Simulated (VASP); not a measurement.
Input of a VASP 6.6.1 run:

INCAR

```
SYSTEM = Sn
  PREC = Accurate
  ENCUT = 520
  EDIFF = 1E-6
  ISMEAR = -1
  SIGMA = 0.05
  LREAL = .False.
  LASPH = .True.
  NELM = 100
  ALGO = Normal
  ISIF = 2
  LWAVE = .False.
  LCHARG = .False.
  GGA = B5
  ALDAX = 1.0
  AGGAX = 1.0
  AGGAC = 1.0
  ALDAC = 0.0
  IVDW = 13
  VDW_S6 = 1.0
  VDW_S8 = 2.34076671
  VDW_A1 = 0.44488865
  VDW_A2 = 4.0933009
  NBANDS = 21
```

The input KPOINTS:

```
Automatic mesh
0
Gamma
  7 7 7
  0 0 0
```

POSCAR

```
Sn
1.0
    0.0000000000      3.3118265855      3.3118265855
    3.3118265855      0.0000000000      3.3118265855
    3.3118265855      3.3118265855      0.0000000000
Sn
2
Direct
    0.7500000000      0.7500000000      0.7500000000
    0.5000000000      0.5000000000      0.5000000000
```

Potentials or basis: VASP PAW PBE potentials, release 64 (Sn_d).

Launch:

```console
$ cat potpaw_PBE.64/Sn_d/POTCAR > POTCAR
$ mpirun -np 1 vasp_std > vasp.out
```

Q: Predict the pressure.

A: 0.0 GPa.

Q: Predict the band gap on the k mesh.

A: Zero (bands 14 and 15 overlap by 0.19 eV).

Caveat: the PAW data sets were made with another functional, which shifts forces and pressure a little; spin-orbit coupling is left out, which moves the levels of the heavy elements.
